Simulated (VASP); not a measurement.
A run of VASP 6.6.1 is set up as follows.

Contents of INCAR:

```
  PREC = Accurate
  ENCUT = 840
  EDIFF = 1E-6
  ISMEAR = 0
  SIGMA = 0.02
  LREAL = False
  LASPH = True
  NELM = 120
  ALGO = Normal
  ISIF = 2
  LWAVE = False
  LCHARG = False
  GGA = PE
  NBANDS = 15
  GGA_COMPAT = False
```

File KPOINTS:

```
Automatic mesh
0
Gamma
  8 8 8
```

File POSCAR:

```
MgO
1.0
    0.0000000000      2.1059355641      2.1399708864
    2.1059355641      0.0000000000      2.1399708864
    2.1059355641      2.1059355641      0.0000000000
Mg O
1 1
Direct
    0.0000000000      0.0000000000      0.0000000000
    0.5000000000      0.5000000000      0.5000000000
```

Potentials or basis: VASP PAW PBE potentials, release 64 (Mg_sv, O).

Launch:

```sh
$ cat potpaw_PBE.64/Mg_sv/POTCAR potpaw_PBE.64/O/POTCAR > POTCAR
$ mpirun -np 1 vasp_std > vasp.out
```

Problem. What does it give for the pressure?

Solution. 2.2 GPa.

Problem. Estimate the band gap on the k mesh.

Solution. 4.56 eV.

Stress tensor (GPa, compression positive):
```
3.27 0.00 0.00
0.00 3.27 0.00
0.00 0.00 0.19
```

Caveat: the cell differs from its parent crystal (strained cell).
